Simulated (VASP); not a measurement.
Input of a VASP 6.6.1 run:

The input INCAR:

```
SYSTEM = MgCdS4
  ALGO = Normal
  EDIFF = 1E-7
  ENCUT = 520
  GGA = PE
  ISIF = 2
  ISMEAR = 0
  LASPH = .TRUE.
  LCHARG = .TRUE.
  LELF = .TRUE.
  LREAL = .FALSE.
  LVHAR = .TRUE.
  LWAVE = .FALSE.
  NBANDS = 28
  NELM = 100
  PREC = Accurate
  SIGMA = 0.1
```

The input KPOINTS:

```
k-points
0
G
  4 4 4
  0 0 0
```

POSCAR

```
MgCdS4
1.0
    4.0524303273      0.0000000000      0.0000000000
    0.0000000000      4.0524303273      0.0000000000
    0.0000000000      0.0000000000      7.4126882898
Mg Cd S
1 1 4
Direct
    0.5000000000      0.5000000000      0.5000000000
    0.0000000000      0.0000000000      0.0000000000
    0.5000000000      0.0000000000      0.7413249041
    0.0000000000      0.5000000000      0.2586750959
    0.5000000000      0.0000000000      0.2586750959
    0.0000000000      0.5000000000      0.7413249041
```

Potentials or basis: VASP PAW PBE potentials, release 64 (Mg, Cd, S).

The run is started by

```console
$ cat potpaw_PBE.64/Mg/POTCAR potpaw_PBE.64/Cd/POTCAR potpaw_PBE.64/S/POTCAR > POTCAR
$ mpirun -np 1 vasp_std > vasp.out
```

(1) Predict the band gap on the k mesh.

(2) Estimate the pressure.

(3) What does it give for the largest force?

Answers

(1) zero (band 19 reaches 5.78 eV, above the bottom of band 20 at 2.14 eV).

(2) 0.1 GPa.

(3) 0.027 eV/Å.

Caveat: the k points lie up to 0.39 Å⁻¹ apart.
